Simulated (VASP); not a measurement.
# Ti in VASP: a series of runs

Ti is run at these levels: PBE; tasks: single point.

Everything below comes from runs of VASP 6.6.1. Logs are shortened: lines on timing, memory, paths and dates and some standing lists are left out, and cuts for length are marked.

## Step 1: The cell of the first run

The cell holds a slab with vacuum, 6 atoms: a = 2.940 Å, b = 4.654 Å, c = 12.762 Å, α = 90.00°, β = 90.00°, γ = 90.00°.

## Step 2: Single point, PBE

INCAR reads:

```
SYSTEM = Ti
PREC = Accurate
ENCUT = 520
EDIFF = 1E-6
ISMEAR = -1
SIGMA = 0.1
LREAL = .False.
LASPH = .True.
NELM = 80
ALGO = Normal
ISIF = 2
LWAVE = .False.
LCHARG = .False.
LDIPOL = .True.
IDIPOL = 3
DIPOL = 0.5 0.5 0.500
GGA = PE
NBANDS = 45
```

KPOINTS reads:

```
Automatic mesh
0
Gamma
  12 8 1
  0 0 0
```

POSCAR reads:

```
Ti
1.0
    2.9396968144      0.0000000000      0.0000000000
    0.0000000000      4.6540909819      0.0000000000
    0.0000000000      0.0000000000     12.7622000000
Ti
6
Direct
    0.7500000000      0.7500000000      0.2742475640
    0.2500000000      0.2500000000      0.3406915382
    0.2500000000      0.7500000000      0.4635733756
    0.7500000000      0.2500000000      0.5364266249
    0.7500000000      0.7500000000      0.6593084604
    0.2500000000      0.2500000000      0.7257524360
```

Potentials or basis: VASP PAW PBE potentials, release 64 (Ti_sv).

Started as:

```
$ cat potpaw_PBE.64/Ti_sv/POTCAR > POTCAR
$ mpirun -np 1 vasp_std > vasp.out
```

OUTCAR:

```text
SYSTEM = Ti
   PREC = Accurate
   ENCUT = 520
   EDIFF = 1E-6
   ISMEAR = -1
   LREAL = .False.
   LASPH = .True.
   NELM = 80
   ISIF = 2
   GGA = PE

 ion  position               nearest neighbor table
   1  0.750  0.750  0.274-   3 2.83   3 2.83   2 2.88   2 2.88   2 2.88   2 2.88
   2  0.250  0.250  0.341-   3 2.81   3 2.81   1 2.88   1 2.88   1 2.88   1 2.88   4 2.90   4 2.90

   3  0.250  0.750  0.464-   2 2.81   2 2.81   1 2.83   1 2.83   5 2.90   5 2.90   4 2.91   4 2.91
                             4 2.91   4 2.91
   4  0.750  0.250  0.536-   5 2.81   5 2.81   6 2.83   6 2.83   2 2.90   2 2.90   3 2.91   3 2.91
                             3 2.91   3 2.91
   5  0.750  0.750  0.659-   4 2.81   4 2.81   6 2.88   6 2.88   6 2.88   6 2.88   3 2.90   3 2.90

   6  0.250  0.250  0.726-   4 2.83   4 2.83   5 2.88   5 2.88   5 2.88   5 2.88

  LATTYP: Found a simple orthorhombic cell.
 ALAT       =     2.9396968144
 B/A-ratio  =     1.5831874087
 C/A-ratio  =     4.3413320508

  Lattice vectors:

 A1 = (   2.9396968144,   0.0000000000,   0.0000000000)
 A2 = (   0.0000000000,   4.6540909819,   0.0000000000)
 A3 = (   0.0000000000,   0.0000000000,  12.7622000000)

Analysis of symmetry for initial positions (statically):
=====================================================================
 Subroutine PRICEL returns:
 Original cell was already a primitive cell.

 Routine SETGRP: Setting up the symmetry group for a
 simple orthorhombic supercell.

 Subroutine GETGRP returns: Found  8 space group operations
 (whereof  2 operations were pure point group operations)
 out of a pool of  8 trial point group operations.

The static configuration has the point symmetry S_2 .
 The point group associated with its full space group is D_2h.

Analysis of symmetry for dynamics (positions and initial velocities):
=====================================================================
 Subroutine PRICEL returns:
 Original cell was already a primitive cell.

 Routine SETGRP: Setting up the symmetry group for a
 simple orthorhombic supercell.

 Subroutine GETGRP returns: Found  8 space group operations
 (whereof  2 operations were pure point group operations)
 out of a pool of  8 trial point group operations.

The dynamic configuration has the point symmetry S_2 .
 The point group associated with its full space group is D_2h.

 Subroutine INISYM returns: Found  8 space group operations
 (whereof  2 operations are pure point group operations),
 and found     1 'primitive' translations

----------------------------------------------------------------------------------------

                                     Primitive cell

  volume of cell :     174.6075

  direct lattice vectors                    reciprocal lattice vectors
     2.939696814  0.000000000  0.000000000     0.340171134  0.000000000  0.000000000
     0.000000000  4.654090982  0.000000000     0.000000000  0.214864730  0.000000000
     0.000000000  0.000000000 12.762200000     0.000000000  0.000000000  0.078356396

  length of vectors
     2.939696814  4.654090982 12.762200000     0.340171134  0.214864730  0.078356396

  position of ions in fractional coordinates (direct lattice)
     0.750000000  0.750000000  0.274247564
     0.250000000  0.250000000  0.340691538
     0.250000000  0.750000000  0.463573376
     0.750000000  0.250000000  0.536426625
     0.750000000  0.750000000  0.659308460
     0.250000000  0.250000000  0.725752436

  ion indices of the primitive-cell ions
   primitive index   ion index
                 1           1
                 2           2
                 3           3
                 4           4
                 5           5
                 6           6

----------------------------------------------------------------------------------------

 KPOINTS: Automatic mesh

Automatic generation of k-mesh.
 Grid dimensions read from file:
 generate k-points for:   12    8    1

 Generating k-lattice:

  Cartesian coordinates                     Fractional coordinates (reciprocal lattice)
     0.028347595  0.000000000  0.000000000     0.083333333  0.000000000  0.000000000
     0.000000000  0.026858091  0.000000000     0.000000000  0.125000000  0.000000000
     0.000000000  0.000000000  0.078356396     0.000000000  0.000000000  1.000000000

  Length of vectors
     0.028347595  0.026858091  0.078356396

  Shift w.r.t. Gamma in fractional coordinates (k-lattice)
     0.000000000  0.000000000  0.000000000

 Subroutine IBZKPT returns following result:
 ===========================================

 Found     35 irreducible k-points:

 Following reciprocal coordinates:
            Coordinates               Weight
  0.000000  0.000000  0.000000      1.000000
  0.083333  0.000000  0.000000      2.000000
  0.166667  0.000000  0.000000      2.000000
  0.250000  0.000000  0.000000      2.000000
  0.333333  0.000000  0.000000      2.000000
  0.416667  0.000000  0.000000      2.000000
[... 16 lines left out ...]
  0.083333  0.375000  0.000000      4.000000
  0.166667  0.375000  0.000000      4.000000
 [... further k-points ...]
   k-points           NKPTS =     35   k-points in BZ     NKDIM =     35   number of bands    NBANDS=     45
   number of dos      NEDOS =    301   number of ions     NIONS =      6
   total plane-waves  NPLWV =  82944
   dimension x,y,z NGX =    24 NGY =   36 NGZ =   96
   dimension x,y,z NGXF=    48 NGYF=   72 NGZF=  192
   ions per type =               6
   NGX,Y,Z   is equivalent  to a cutoff of  13.57, 12.86, 12.51 a.u.
   NGXF,Y,Z  is equivalent  to a cutoff of  27.14, 25.72, 25.01 a.u.
 SYSTEM =  Ti
   PREC   = accura    normal or accurate (medium, high low for compatibility)
   ISTART =      0    job   : 0-new  1-cont  2-samecut
   ICHARG =      2    charge: 1-file 2-atom 10-const
   ISPIN  =      1    spin polarized calculation?
   LNONCOLLINEAR =      F non collinear calculations
   LSORBIT =      F    spin-orbit coupling
   LASPH  =      T    aspherical Exc in radial PAW
   ENCUT  =  520.0 eV  38.22 Ry    6.18 a.u.   5.47  8.65 23.73*2*pi/ulx,y,z
   NELM   =     80;   NELMIN=  2; NELMDL= -5     # of ELM steps
   EDIFF  = 0.1E-05   stopping-criterion for ELM
   LREAL  =      F    real-space projection
   EDIFFG = 0.1E-04   stopping-criterion for IOM
   NSW    =      0    number of steps for IOM
   IBRION =     -1    ionic relax: 0-MD 1-quasi-New 2-CG
   NFREE  =      0    steps in history (QN), initial steepest desc. (CG)
   ISIF   =      2    stress and relaxation
   ISYM   =      2    0-nonsym 1-usesym 2-fastsym
   POTIM  = 0.5000    time-step for ionic-motion
   TEBEG  =    0.0;   TEEND  =   0.0 temperature during run
   PSTRESS=    0.0 pullay stress
   NELECT =      72.0000    total number of electrons
   NUPDOWN=      -1.0000    fix difference up-down
   EMIN   =  10.00;   EMAX   =-10.00  energy-range for DOS
   EFERMI =   0.00;   METHOD = LEGACY
   ISMEAR =    -1;   SIGMA  =   0.10  broadening in eV -4-tet -1-fermi 0-gaus
   EFERMI_NEDOS =   21; number of points for ismear=-14 and -15
   IALGO  =     38    algorithm
   IMIX   =      4    mixing-type and parameters
     AMIX     =   0.40;   BMIX     =  1.00
     AMIX_MAG =   1.60;   BMIX_MAG =  1.00
  volume/ion in A,a.u.               =      29.10       196.38
  Fermi-wavevector in a.u.,A,eV,Ry     =   1.218516  2.302662 20.201685  1.484782
  Thomas-Fermi vector in A             =   2.353800
   LORBIT       =      0    0 simple, 1 ext, 2 COOP (PROOUT), +10 PAW based schemes
   GGA     = PE    functional components
   LHFCALC =     F    Hartree Fock is set to
   AEXX    =    0.0000 exact exchange contribution
   IVDW    =     0    specifies the selected vdW correction
   LEPSILON=     F    determine dielectric tensor
   LRPA    =     F    only Hartree local field effects (RPA)
 non-spin polarized calculation
  energy-cutoff  :      520.00
  volume of cell :      174.61
 maximum number of plane-waves:      4734
 NGX is ok and might be reduce to    24
   NGX = 11   NGY = 17   NGZ = 47

 number of electron      72.0000013 magnetization

 dipolmoment           0.000000      0.000000      0.000000 electrons x Angstroem

 Free energy of the ion-electron system (eV)
  ---------------------------------------------------
  ext. energy  EPLUGINS =         0.00000000
  ---------------------------------------------------
  free energy    TOTEN  =       -43.77729923 eV

  energy without entropy =      -43.43587003  energy(sigma->0) =      -43.60658463

 E-fermi :   3.6223     XC(G=0):  -8.1163

 val. band max:        3.6147970100   @ k =   0.0000   0.3750   0.0000
 cond. band min:       3.6388020914   @ k =   0.3333   0.2500   0.0000
 fundamental gap:      0.0240050814
 Fermi energy:         3.6223010834

 k-point     1 :       0.0000    0.0000    0.0000
  band No.  band energies     occupation
      1     -53.3615      2.00000
      2     -53.3584      2.00000
      3     -53.1575      2.00000
      4     -53.1016      2.00000
      5     -53.0648      2.00000
      6     -53.0425      2.00000
[... 37 lines left out ...]
     44       4.7328      0.00003
     45       4.7862      0.00002

 k-point     2 :       0.0833    0.0000    0.0000
  band No.  band energies     occupation
      1     -53.3582      2.00000
      2     -53.3554      2.00000
      3     -53.1545      2.00000
      4     -53.0999      2.00000
      5     -53.0627      2.00000
      6     -53.0414      2.00000
[... 37 lines left out ...]
     44       4.7566      0.00002
     45       4.8160      0.00001

 k-point     3 :       0.1667    0.0000    0.0000
  band No.  band energies     occupation
      1     -53.3493      2.00000
      2     -53.3472      2.00000
      3     -53.1458      2.00000
      4     -53.0956      2.00000
      5     -53.0570      2.00000
      6     -53.0387      2.00000
[... 37 lines left out ...]
     44       4.8342      0.00001
     45       4.8524      0.00001

 k-point     4 :       0.2500    0.0000    0.0000
  band No.  band energies     occupation
      1     -53.3371      2.00000
      2     -53.3358      2.00000
      3     -53.1332      2.00000
      4     -53.0906      2.00000
      5     -53.0490      2.00000
      6     -53.0350      2.00000
[... 901 lines left out ...]
     44       4.7040      0.00004
     45       4.8216      0.00001

 k-point    23 :       0.0833    0.3750    0.0000
  band No.  band energies     occupation
      1     -53.3499      2.00000
      2     -53.3490      2.00000
      3     -53.1311      2.00000
      4     -53.1085      2.00000
      5     -53.0706      2.00000
      6     -53.0641      2.00000
[... 37 lines left out ...]
     44       4.6322      0.00008
     45       4.7084      0.00004

 k-point    24 :       0.1667    0.3750    0.0000
  band No.  band energies     occupation
      1     -53.3426      2.00000
      2     -53.3419      2.00000
      3     -53.1227      2.00000
      4     -53.1013      2.00000
      5     -53.0653      2.00000
      6     -53.0605      2.00000
[... 37 lines left out ...]
     44       4.4747      0.00040
     45       4.8220      0.00001

 [... further k-points ...]

------------------------ aborting loop because EDIFF is reached ----------------------------------------

 vacuum level on the upper side and lower side of the slab       (xc-potential included)        -0.960        -0.960

  FORCE on cell =-STRESS in cart. coord.  units (eV):
  Direction    XX          YY          ZZ          XY          YZ          ZX
  --------------------------------------------------------------------------------------
  -------------------------------------------------------------------------------------
  Total       -2.8786781     -2.0565963     -0.3036225     -0.0000000      0.0000000      0.0000000
  in kB      -26.4143986    -18.8710766     -2.7860031     -0.0000000      0.0000000      0.0000000
  external PRESSURE =     -16.0238261 kB  Pullay stress =       0.0000000 kB

 VOLUME and BASIS-vectors are now :
 -----------------------------------------------------------------------------
  energy-cutoff  :      520.00
  volume of cell :      174.61
      direct lattice vectors                 reciprocal lattice vectors
     2.939696814  0.000000000  0.000000000     0.340171134  0.000000000  0.000000000
     0.000000000  4.654090982  0.000000000     0.000000000  0.214864730  0.000000000
     0.000000000  0.000000000 12.762200000     0.000000000  0.000000000  0.078356396

 POSITION                                       TOTAL-FORCE (eV/Angst)
 -----------------------------------------------------------------------------------
      2.20477      3.49057      3.50000         0.000000      0.000000      0.010438
      0.73492      1.16352      4.34797        -0.000000     -0.000000      0.016395
      0.73492      3.49057      5.91622         0.000000     -0.000000     -0.015605
      2.20477      1.16352      6.84598         0.000000     -0.000000      0.015605
      2.20477      3.49057      8.41423         0.000000     -0.000000     -0.016395
      0.73492      1.16352      9.26220        -0.000000      0.000000     -0.010438
 -----------------------------------------------------------------------------------
    total drift:                                0.000000      0.000000      0.000035

  FREE ENERGIE OF THE ION-ELECTRON SYSTEM (eV)
  ---------------------------------------------------
  free  energy   TOTEN  =       -43.7772992307 eV

  energy  without entropy=      -43.4358700287  energy(sigma->0) =      -43.60658463

 vacuum level on the upper side and lower side of the slab         6.495         6.495
```

It took 5.2 min on 1 thread of Intel Xeon Platinum 8488C (Sapphire Rapids), shared host; peak memory 0.37 GiB.

What came out:

```
Free energy            : -43.7773 eV
Largest force          : 0.016 eV/Å
Band gap on the k mesh : zero (band 36 reaches 3.94 eV, above the bottom of band 37 at 3.52 eV)
```

Forces in eV/Å, atoms in the order of the input:
```
Ti   0.000  0.000  0.010
Ti   0.000  0.000  0.016
Ti   0.000  0.000 -0.016
Ti   0.000  0.000  0.016
Ti   0.000  0.000 -0.016
Ti   0.000  0.000 -0.010
```

Levels at points of the mesh, in eV from the Fermi level:
```tsv
k point	band 33	band 34	band 35	band 36	band 37	band 38	band 39	band 40
(0.00, 0.00, 0.00)	-0.50	-0.40	0.10	0.13	0.54	0.57	0.61	0.94
(0.50, 0.00, 0.00)	-0.98	-0.98	-0.76	-0.76	0.39	0.39	0.49	0.49
(0.00, 0.50, 0.00)	-0.61	-0.61	0.03	0.03	0.25	0.25	0.50	0.50
(0.50, 0.50, 0.00)	-0.71	-0.71	-0.33	-0.33	0.35	0.35	0.55	0.55
```

[end of part 1 of 2]
